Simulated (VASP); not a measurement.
Write the native input for VASP 6.6.1 that does the following.

* Task: single point
* Functional: HSE06
* Potentials or basis: VASP PAW PBE potentials, release 64 (Li_sv, F)
* Cutoff: 520 eV
* k mesh: 8 × 8 × 8
* Occupations: gaussian, width 0.01 eV
* Spin: no spin polarisation
* Dipole correction: no
* Grid for exact exchange (PRECFOCK): Normal
* Further INCAR settings: ALGO = Normal; EDIFF = 1e-06; NBANDS = 12
* Screening parameter: 0.2079 1/Å

LiF:

```
Li F
1.0
    -0.03260    2.11201    2.11201
     2.11201   -0.03260    2.11201
     2.11201    2.11201   -0.03260
Li F
1 1
Direct
  0.99842 0.99842 0.99842
  0.25158 0.25158 0.25158
```

This cell differs from its parent crystal: strain along [111] -2.3%.

These files were run (other wordings do the same):

POSCAR

```
LiF
1.0
   -0.0325980804      2.1120124695      2.1120124695
    2.1120124695     -0.0325980804      2.1120124695
    2.1120124695      2.1120124695     -0.0325980804
Li F
1 1
Direct
   -0.0015814982     -0.0015814982     -0.0015814982
    0.2515814982      0.2515814982      0.2515814982
```

INCAR.step1

```
SYSTEM = LiF
ALGO = Normal
EDIFF = 1E-5
ENCUT = 520
GGA = PE
ISIF = 2
ISMEAR = 0
LASPH = .True.
LREAL = .False.
LWAVE = .True.
NBANDS = 12
NELM = 100
PREC = Accurate
SIGMA = 0.01
```

INCAR.step2

```
SYSTEM = LiF
ALGO = Normal
EDIFF = 1E-6
ENCUT = 520
GGA = PE
HFSCREEN = 0.2079
ISIF = 2
ISMEAR = 0
ISTART = 1
LASPH = .True.
LCHARG = .True.
LELF = .True.
LHFCALC = .True.
LREAL = .False.
LVHAR = .True.
LWAVE = .False.
NBANDS = 12
NELM = 100
PREC = Accurate
PRECFOCK = Normal
SIGMA = 0.01
```

KPOINTS

```
k-points
0
Gamma
  8 8 8
  0 0 0
```

Potentials or basis: VASP PAW PBE potentials, release 64 (Li_sv, F).

Run with:

```console
$ cat potpaw_PBE.64/Li_sv/POTCAR potpaw_PBE.64/F/POTCAR > POTCAR
$ cp INCAR.step1 INCAR
$ mpirun -np 1 vasp_std > vasp.out
$ cp INCAR.step2 INCAR
$ mpirun -np 1 vasp_std > vasp.out
```

Results of the run:

The band gap on the k mesh is 10.16 eV, direct.

Caveat: the cell differs from its parent crystal (strain along [111] -2.3%).

Run time: 43 min on 1 thread of AMD EPYC 9R45 96-Core Processor (Zen 5), on a shared host, peak memory 0.23 GiB.
